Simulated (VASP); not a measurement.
Fe2Rh:

```
Fe Rh
1.0
     3.26168    0.00000    0.00000
    -1.63084    2.82470    0.00000
     0.00000    0.00000    3.52174
Fe Rh
2 1
Direct
  0.33333 0.66667 0.50000
  0.66667 0.33333 0.50000
  0.00000 0.00000 0.00000
```

* Program: VASP 6.6.1
* Task: relaxation of cell and atoms
* Functional: PBE
* Potentials or basis: VASP PAW PBE potentials, release 64 (Fe, Rh_pv)
* Cutoff: 600 eV
* k mesh: 6 × 6 × 6
* Occupations: gaussian, width 0.1 eV
* Spin: collinear spin, ferromagnetic start
* Starting moments: [0.37, 0.37, 0.14] μB

At the start: pressure 65.1 GPa; volume 10.82 Å³/atom.

Question: Where does the relaxation end?

Answer: Over 14 steps the energy falls by 983.9 meV/atom and the volume is 11.72 Å³/atom (+8.4 %); space group P6/mmm (No. 191, to 0.1 Å) before and after; moment 0.00 μB per cell.

The path:
| step | energy change (eV) | largest force (eV/Å) | pressure (GPa) | volume (Å³) |
| --- | --- | --- | --- | --- |
| 1 | 0.0000 | 0.0000 | 65.06 | 32.45 |
| 2 | 1.1428 | 0.0000 | -31.80 | 57.33 |
| 3 | -1.4023 | 0.0000 | -7.70 | 40.80 |
| 4 | -1.4134 | 0.0000 | -4.89 | 40.20 |
| 5 | -1.4146 | 0.0000 | -3.88 | 39.98 |
| 6 | -1.7087 | 0.0000 | -3.74 | 39.06 |
| 7 | -2.2848 | 0.0000 | -1.37 | 37.04 |
| 8 | -2.0106 | 0.0000 | 42.60 | 31.46 |
| 9 | -2.6052 | 0.0000 | 1.34 | 35.82 |
| 10 | -2.9024 | 0.0000 | 11.64 | 33.79 |
| 11 | -2.7784 | 0.0000 | -5.82 | 36.06 |
| 12 | -2.9321 | 0.0000 | 5.27 | 34.47 |
| 13 | -2.9495 | 0.0000 | -1.82 | 35.41 |
| 14 | -2.9516 | 0.0000 | -0.18 | 35.17 |

Final structure:
```
CELL_PARAMETERS angstrom
3.95694 0.00000 0.00000
-1.97847 3.42681 0.00000
0.00000 0.00000 2.59364
ATOMIC_POSITIONS crystal
Fe 0.33333 0.66667 0.50000
Fe 0.66667 0.33333 0.50000
Rh 0.00000 0.00000 0.00000
```

Caveat: the k points lie up to 0.40 Å⁻¹ apart in the final cell; a cell axis changed by over 15 % at a fixed basis, so the end point is rough.
